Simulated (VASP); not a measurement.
# Ge: single point with PBE

Ge:

```
Ge
1.0
     0.00000    2.81931    2.81931
     2.81931    0.00000    2.81931
     2.81931    2.81931    0.00000
Ge
2
Direct
  0.50000 0.50000 0.50000
  0.75000 0.75000 0.75000
```

This cell differs from its parent crystal: volume scaled by 0.99.

```yaml
Program: VASP 6.6.1
Task: single point
Functional: PBE
Potentials_or_basis: VASP PAW PBE potentials, release 64 (Ge_d)
Cutoff: 520 eV
k_mesh: 10 × 10 × 10
Occupations: fermi-dirac, width 0.05 eV
Spin: no spin polarisation
Dipole_correction: no
Further_INCAR_settings: ALGO = Normal; EDIFF = 1e-07; NBANDS = 21
```

```json
{
 "Pressure": "4.4 GPa",
 "Band gap on the k mesh": "0.13 eV, direct"
}
```

Levels at points of the mesh, in eV from the valence-band top:
| k point | band 11 | band 12 | band 13 | band 14 | band 15 | band 16 | band 17 | band 18 |
| --- | --- | --- | --- | --- | --- | --- | --- | --- |
| (0.00, 0.00, 0.00) | -12.85 | 0.00 | 0.00 | 0.00 | 0.13 | 2.56 | 2.56 | 2.56 |
| (0.50, 0.00, 0.00) | -10.74 | -7.64 | -1.42 | -1.42 | 0.22 | 3.75 | 3.75 | 7.14 |
| (0.50, 0.50, 0.00) | -8.92 | -8.92 | -3.11 | -3.11 | 0.74 | 0.74 | 9.60 | 9.60 |

Run time: 18 s on 1 thread of Intel(R) Xeon(R) 6975P-C (Granite Rapids) (shared host), peak memory 0.18 GiB.

 A k mesh can miss the band edges.
